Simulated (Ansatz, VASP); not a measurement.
## C in VASP and in Ansatz

Contents of INCAR:

```
ALGO = Normal ; EDIFF = 1E-7
ENCUT = 520 ; GGA = PE
ISIF = 2 ; ISMEAR = 0
IVDW = 12 ; LASPH = T
LCHARG = F ; LREAL = F
LWAVE = F ; NBANDS = 31
NELM = 60 ; PREC = Accurate
SIGMA = 0.05
```

The input KPOINTS:

```
k-points
0
Gamma
  7 11 3
```

File POSCAR:

```
C
1.0
    0.0000000000      1.4231463890     -3.3609366400
   -2.4649618524      0.0000000000      0.0000000000
   -0.4108269754     10.0931728902      2.3965930461
C
10
Direct
    0.2940232280      1.2612086670      0.8327479979
    0.7458728700      0.3893279449      0.0640323308
    0.8829104595      0.8572981254      0.2562112476
    0.0199480490      0.3252683059      0.4483901644
    0.1569856385      0.7932384865      0.6405690811
    0.7911647195      0.8786422357      0.1281465860
   -0.0717976910      0.3466124162      0.3203255027
    0.0652398984      0.8145825967      0.5125044195
    0.2022774879      0.2825527773      0.7046833363
    0.3393150774      0.7505229578      0.8968622531
```

Input for Ansatz:

```yaml
crystal:
  lattice:
    - [0.0, 1.423146389, -3.36093664]
    - [-2.4649618524, 0.0, 0.0]
    - [-0.4108269754, 10.0931728902, 2.3965930461]
  atoms:
    - { symbol: C, position: [0.294023228, 1.261208667, 0.8327479979] }
    - { symbol: C, position: [0.74587287, 0.3893279449, 0.0640323308] }
    - { symbol: C, position: [0.8829104595, 0.8572981254, 0.2562112476] }
    - { symbol: C, position: [0.019948049, 0.3252683059, 0.4483901644] }
    - { symbol: C, position: [0.1569856385, 0.7932384865, 0.6405690811] }
    - { symbol: C, position: [0.7911647195, 0.8786422357, 0.128146586] }
    - { symbol: C, position: [-0.071797691, 0.3466124162, 0.3203255027] }
    - { symbol: C, position: [0.0652398984, 0.8145825967, 0.5125044195] }
    - { symbol: C, position: [0.2022774879, 0.2825527773, 0.7046833363] }
    - { symbol: C, position: [0.3393150774, 0.7505229578, 0.8968622531] }
basis:
  ecutwfc: 520.0
kpoints:
  mp_grid: { grid: [7, 11, 3] }
hamiltonian:
  xc: pbe
  pseudopotentials: { kind: paw, azcp: { folder: soft_1 } }
  dispersion: d3bj
scf:
  occupations: { method: gaussian, width: 0.05 }
output:
  forces: true
  stress: true
  eigenvalues: true
  write_density: true
  write_potential: true
  elf: true
  volumetric_format: npy
```

Alike in both runs: task single point; functional PBE; dispersion D3(BJ); k mesh 7 × 11 × 3; occupations gaussian, width 0.05 eV; no spin polarisation.

|  | VASP | Ansatz |
| --- | --- | --- |
| version | VASP 6.6.1 | Ansatz 0.2.0 |
| potentials or method | VASP PAW PBE potentials, release 64 (C), cutoff 520 eV | scalar-relativistic, plane waves, PAW |
| valence electrons in the cell | 40 | 40 |

```tsv
	VASP	Ansatz	Ansatz less VASP
gap on the k mesh at the Fermi level (eV)	none	none	-
pressure (GPa)	-3.3	-3.7	-0.42
traceless stress, the component that is largest in VASP (GPa)	-5.17	-5.16	+0.014
rms of the force components (eV/Å)	0.687	0.688	+0.0007
```

Atom by atom the forces differ by 0.013 eV/Å (rms over components). A gap of «none» marks a metal or a gap that the smearing closes.
